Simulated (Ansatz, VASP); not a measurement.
## Two plane-wave programs on CdF3

```
Cd F
1.0
     5.48772    0.00000    0.00000
     0.00000    3.73706    0.00000
     0.00000    0.00000    6.22263
Cd F
2 6
Direct
  0.50000 0.00000 0.84896
  0.00000 0.50000 0.15104
  0.75559 0.00000 0.14616
  0.24441 0.00000 0.14616
  0.25559 0.50000 0.85384
  0.74441 0.50000 0.85384
  0.50000 0.00000 0.51667
  0.00000 0.50000 0.48333
```

Alike in both runs: functional PBE; k mesh 4 × 4 × 4; occupations gaussian, width 0.1 eV; no spin polarisation.

Ansatz relaxed the structure, and its values are those at the end. VASP's run is a single point on that final structure, the one shown.

|  | VASP | Ansatz |
| --- | --- | --- |
| version | VASP 6.6.1 | Ansatz 0.2.0 |
| potentials or method | VASP PAW PBE potentials, release 64 (Cd, F), cutoff 520 eV | scalar-relativistic, plane waves, PAW |
| valence electrons in the cell | 66 | 82 |

```csv
,VASP,Ansatz,Ansatz less VASP
gap on the k mesh at the Fermi level (eV),none,none,-
pressure (GPa),0.6,0.0,-0.60
rms of the force components (eV/Å),0.070,0.003,-0.0665
```

A gap of «none» marks a metal or a gap that the smearing closes. VASP's potentials hold 66 valence electrons a cell and Ansatz's 82, so a difference there can come from the potentials and not from the codes.

The k mesh is coarse, so the values compare programs but aren't converged.
